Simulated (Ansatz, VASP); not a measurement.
## Two plane-wave programs on Te2Mo2Pt

```xyz
10
Lattice="6.7533 0.0000 0.0023 0.0000 4.1216 0.0000 -0.7746 0.0000 8.7163" Properties=species:S:1:pos:R:3 pbc="T T T"
Te    2.8765    1.0304    2.1059
Te    5.9033    3.0912    1.6383
Te    3.1022    3.0912    6.6127
Te    0.0754    1.0304    7.0803
Mo    1.8024    1.0304    4.9143
Mo   -0.3660    3.0912    5.1468
Mo    4.1763    3.0912    3.8043
Mo    6.3447    1.0304    3.5718
Pt    4.5628    1.0304    5.5736
Pt    1.4159    3.0912    3.1449
```

Change from the starting cell: the structure that the rattled cell fell into.

Alike in both runs: functional PBE; k mesh 6 × 8 × 4; occupations gaussian, width 0.1 eV; no spin polarisation.

Ansatz relaxed the structure, and its values are those at the end. VASP's run is a single point on that final structure, the one shown.

|  | VASP | Ansatz |
| --- | --- | --- |
| version | VASP 6.6.1 | Ansatz 0.2.0 |
| potentials or method | VASP PAW PBE potentials, release 64 (Te, Mo_sv, Pt), cutoff 520 eV | scalar-relativistic, plane waves, PAW |
| valence electrons in the cell | 100 | 156 |

```tsv
	VASP	Ansatz	Ansatz less VASP
gap on the k mesh at the Fermi level (eV)	none	none	-
pressure (GPa)	0.0	0.0	-0.02
rms of the force components (eV/Å)	0.010	0.001	-0.0089
```

A gap of «none» marks a metal or a gap that the smearing closes. VASP's potentials hold 100 valence electrons a cell and Ansatz's 156, so a difference there can come from the potentials and not from the codes.

Neither program's run includes spin-orbit coupling.
